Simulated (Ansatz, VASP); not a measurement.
## Two plane-wave programs on KSrCl3

```
K Sr Cl
1.0
     5.63620    0.00000    0.00000
     0.00000    5.63620    0.00000
     0.00000    0.00000    5.63620
K Sr Cl
1 1 3
Direct
  0.00000 0.00000 0.00000
  0.50000 0.50000 0.50000
  0.50000 0.50000 0.00000
  0.50000 0.00000 0.50000
  0.00000 0.50000 0.50000
```

Alike in both runs: task single point; functional r2SCAN; k mesh 4 × 4 × 4; no spin polarisation.

|  | VASP | Ansatz |
| --- | --- | --- |
| version | VASP 6.6.1 | Ansatz 0.2.0 |
| potentials or method | VASP PAW PBE potentials, release 64 (K_sv, Sr_sv, Cl) | plane waves, PAW |
| plane-wave cutoff (eV) | 520 | 500 |
| occupations | gaussian, width 0.01 eV | fixed |
| valence electrons in the cell | 40 | 40 |

```tsv
	VASP	Ansatz	Ansatz less VASP
gap on the k mesh at the Fermi level (eV)	5.19	5.19	-0.003
pressure (GPa)	0.0	0.0	-0.03
```

VASP's potentials were made for PBE, not for r2SCAN.
